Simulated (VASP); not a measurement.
Here is a VASP 6.6.1 calculation.

The input POSCAR:

```
Si
1.0
    2.7154700000     -2.7154700000      0.0000000000
    2.7154700000      0.0000000000     -2.7154700000
    5.3443374596      5.3443374596      5.3443374596
Si
6
Direct
    0.6666666667      0.6666666667      0.5504102534
    1.0000000000      0.0000000000      0.2116754061
    0.3333333333      0.3333333333      0.8891451007
    0.6666666667      0.6666666667      0.8044613889
    1.0000000000      1.0000000000      0.4657265416
    0.3333333333      0.3333333333      0.1269916943
```

The input INCAR.step1:

```
PREC = Accurate
ENCUT = 520
ISMEAR = 0
SIGMA = 0.05
LREAL = False
LASPH = True
NELM = 80
NBANDS = 21
GGA = PE
ALGO = Normal
EDIFF = 1E-4
LWAVE = True
LCHARG = False
```

Contents of INCAR.step2:

```
PREC = Accurate
ENCUT = 520
EDIFF = 1E-7
ISMEAR = 0
SIGMA = 0.05
LREAL = False
LASPH = True
NELM = 80
ALGO = Normal
ISIF = 2
LWAVE = False
LCHARG = False
METAGGA = R2SCAN
LMIXTAU = True
NBANDS = 21
ISTART = 1
```

The input KPOINTS:

```
regular mesh
0
Gamma
  8 8 3
```

Potentials or basis: VASP PAW PBE potentials, release 64 (Si).

Command:

```console
$ cat potpaw_PBE.64/Si/POTCAR > POTCAR
$ cp INCAR.step1 INCAR
$ mpirun -np 1 vasp_std > vasp.out
$ cp INCAR.step2 INCAR
$ mpirun -np 1 vasp_std > vasp.out
```

Q: What does it give for the pressure?

A: 2.5 GPa.

Q: What does it give for the largest force?

A: 1.670 eV/Å.

Q: Predict the band gap on the k mesh.

A: 0.81 eV.

Stress tensor (GPa, compression positive):
```
2.50 1.85 1.85
1.85 2.50 1.85
1.85 1.85 2.50
```

Caveat: the cell differs from its parent crystal (the distance across one plane changed); the PAW data sets were made with another functional, which shifts forces and pressure a little. A k mesh can miss the band edges.
